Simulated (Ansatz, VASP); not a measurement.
Ni: VASP beside Ansatz

File INCAR:

```
PREC = Accurate
ENCUT = 520
EDIFF = 1E-6
ISMEAR = -1
SIGMA = 0.05
LREAL = False
LASPH = True
NELM = 150
ALGO = Normal
ISIF = 2
LWAVE = False
LCHARG = True
ISPIN = 2
MAGMOM = 2
LORBIT = 11
LMAXMIX = 4
GGA = CA
LELF = True
LVHAR = True
NBANDS = 15
```

The input KPOINTS:

```
Automatic mesh
0
Gamma
  13 13 13
```

Contents of POSCAR:

```
Ni
1.0
    0.0000000000      1.7728000000      1.7728000000
    1.7728000000      0.0000000000      1.7728000000
    1.7728000000      1.7728000000      0.0000000000
Ni
1
Direct
    0.0000000000      0.0000000000      0.0000000000
```

Input for Ansatz:

```yaml
crystal:
  lattice:
    - [0.0, 1.7728, 1.7728]
    - [1.7728, 0.0, 1.7728]
    - [1.7728, 1.7728, 0.0]
  atoms:
    - { symbol: Ni, position: [0.0, 0.0, 0.0], spin: 2.0 }
magnetization:
  spin_polarized: true
hamiltonian:
  xc: lda
  pseudopotentials: { kind: paw }
basis:
  ecutwfc: 420
kpoints:
  mp_grid: { grid: [13, 13, 13] }
scf:
  occupations: { method: fermi_dirac, width: 0.05 }
  lower_state_search: "off"
  max_iter: 50
output:
  forces: true
  stress: true
```

Alike in both runs: task single point; functional LDA; k mesh 13 × 13 × 13; occupations fermi-dirac, width 0.05 eV; collinear spin.

|  | VASP | Ansatz |
| --- | --- | --- |
| version | VASP 6.6.1 | Ansatz 0.2.0 |
| potentials or method | VASP PAW LDA potentials, release 64 (Ni), cutoff 520 eV | PAW, plane waves, scalar-relativistic |
| valence electrons in the cell | 10 | 18 |

Ansatz gave:

```
pressure (GPa)                                                : -20.8
net moment per atom (μB)                                      : 0.63
size of the moment on the site where the two differ most (μB) : 0.65
```

Estimate VASP's values.

pressure (GPa): -20.4; net moment per atom (μB): 0.62; size of the moment on the site where the two differ most (μB): 0.62.

LDA's correlation is that of Perdew and Zunger in VASP and of Perdew and Wang (1992) in Ansatz. Site moments also hang on the region over which each program counts them. VASP's potentials hold 10 valence electrons a cell and Ansatz's 18, so a difference there can come from the potentials and not from the codes.
